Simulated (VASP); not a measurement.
The system is LiF (Griceite).

```
CELL_PARAMETERS angstrom
0.00000 2.02734 2.02734
2.02734 0.00000 2.02734
2.02734 2.02734 0.00000
ATOMIC_POSITIONS crystal
F 0.50000 0.50000 0.50000
Li 0.00000 0.00000 0.00000
```

This cell differs from its parent crystal: volume scaled by 1.02.

Base run:

| Quantity | Value |
| --- | --- |
| Program | VASP 6.6.1 |
| Functional | LDA |
| Potentials or basis | VASP PAW LDA potentials, release 64 (F, Li_sv) |
| Cutoff | 520 eV |
| k mesh | 11 × 11 × 11 |
| Occupations | fermi-dirac, width 0.05 eV |
| Spin | no spin polarisation |

Its results: band gap on the k mesh 8.66 eV, direct.

Question: The run is repeated on the same cell with these changes: functional from LDA to PBEsol; potentials or basis from VASP PAW LDA potentials, release 64 (F, Li_sv) to VASP PAW PBE potentials, release 64 (F, Li_sv). What comes out?

Answer: Band gap on the k mesh 8.74 eV, direct.

A k mesh can miss the band edges.
